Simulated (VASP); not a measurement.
Write the native input for VASP 6.6.1 that does the following.

```yaml
Task: single point
Functional: PBE
Potentials_or_basis: VASP PAW PBE potentials, release 64 (Zr_sv, Pb_d, O)
Cutoff: 520 eV
k_mesh: 8 × 2 × 6
Occupations: gaussian, width 0.02 eV
Spin: no spin polarisation
Dipole_correction: no
Further_INCAR_settings: LREAL = Auto; ALGO = Normal; EDIFF = 1e-06; NBANDS = 84
```

The structure of ZrPb2O5 lies in POSCAR:

```
ZrPb2O5
1.0
    3.3990647768      0.0000000000      0.0000000000
    0.0000000000     12.9722548429      0.0000000000
    0.0000000000      0.0000000000      6.2952636568
Zr Pb O
2 4 10
Direct
    0.0000000000      0.5000000000      0.6324359393
    0.5000000000      0.0000000000      0.3675640607
    0.5000000000      0.3254643327      0.2833413705
    0.5000000000      0.6745356673      0.2833413705
    0.0000000000      0.1745356673      0.7166586295
    0.0000000000      0.8254643327      0.7166586295
    0.5000000000      0.4426667392      0.8359009287
    0.5000000000      0.5573332608      0.8359009287
    0.5000000000      0.5000000000      0.4150806345
    0.0000000000      0.6585675474      0.5232087150
    0.0000000000      0.3414324526      0.5232087150
    0.0000000000      0.0573332608      0.1640990713
    0.0000000000      0.9426667392      0.1640990713
    0.0000000000      0.0000000000      0.5849193655
    0.5000000000      0.1585675474      0.4767912850
    0.5000000000      0.8414324526      0.4767912850
```

The input as run:

INCAR

```
PREC = Accurate
ENCUT = 520
EDIFF = 1E-6
ISMEAR = 0
SIGMA = 0.02
LREAL = Auto
LASPH = T
NELM = 100
ALGO = Normal
ISIF = 2
LWAVE = F
LCHARG = T
GGA = PE
LELF = T
LVHAR = T
NBANDS = 84
```

KPOINTS

```
regular mesh
0
Gamma
  8 2 6
```

Potentials or basis: VASP PAW PBE potentials, release 64 (Zr_sv, Pb_d, O).

Run with:

```bash
$ cat potpaw_PBE.64/Zr_sv/POTCAR potpaw_PBE.64/Pb_d/POTCAR potpaw_PBE.64/O/POTCAR > POTCAR
$ mpirun -np 1 vasp_std > vasp.out
```

Results of the run:

- Pressure: 0.2 GPa
- Largest force: 0.234 eV/Å
- Band gap on the k mesh: 2.36 eV (least direct gap 2.45 eV)

Caveat: spin-orbit coupling is left out, which moves the levels of the heavy elements.

Wall time 42 min on 1 thread of Oxide Virtual Turin-like Processor (shared host), peak memory 0.69 GiB.
